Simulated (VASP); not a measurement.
# MgO: single point with LDA

Crystal: MgO.

```
Mg O
1.0
     3.53414    0.00000    0.00000
    -1.76707    3.06066    0.00000
     0.00000    0.00000    4.06587
Mg O
2 2
Direct
  0.66667 0.33333 0.75000
  0.33333 0.66667 0.25000
  0.66667 0.33333 0.25000
  0.33333 0.66667 0.75000
```

This cell differs from its parent crystal: ratio of the length along z to the lengths across it x 0.96, volume and fractional coordinates fixed.

```json
{"Program": "VASP 6.6.1", "Task": "single point", "Functional": "LDA", "Potentials or basis": "VASP PAW LDA potentials, release 64 (Mg_sv, O)", "Cutoff": "750 eV", "k mesh": "12 × 12 × 6", "Occupations": "gaussian, width 0.05 eV", "Spin": "no spin polarisation"}
```

The pressure is -3.2 GPa and the band gap on the k mesh is 3.39 eV.

Stress tensor (GPa, compression positive):
```
-5.73  0.00  0.00
 0.00 -5.73  0.00
 0.00  0.00  1.77
```

Levels at points of the mesh, in eV from the valence-band top:
| k point | band 13 | band 14 | band 15 | band 16 | band 17 | band 18 | band 19 | band 20 |
| --- | --- | --- | --- | --- | --- | --- | --- | --- |
| (0.00, 0.00, 0.00) | -1.76 | -0.71 | -0.71 | 0.00 | 3.39 | 9.48 | 12.07 | 12.07 |
| (0.50, 0.00, 0.00) | -2.32 | -1.79 | -1.27 | -0.37 | 6.79 | 9.06 | 10.03 | 11.97 |
| (0.00, 0.00, 0.50) | -1.26 | -1.26 | -1.26 | -1.26 | 6.43 | 6.43 | 12.43 | 12.43 |
| (0.50, 0.00, 0.50) | -1.51 | -1.51 | -0.75 | -0.75 | 7.23 | 7.23 | 11.89 | 11.89 |

Run time: 38 s on 1 thread of Intel(R) Xeon(R) 6975P-C (Granite Rapids), with other jobs on the host, peak memory 0.23 GiB.

Caveat: the cell stands under tension. A k mesh can miss the band edges.
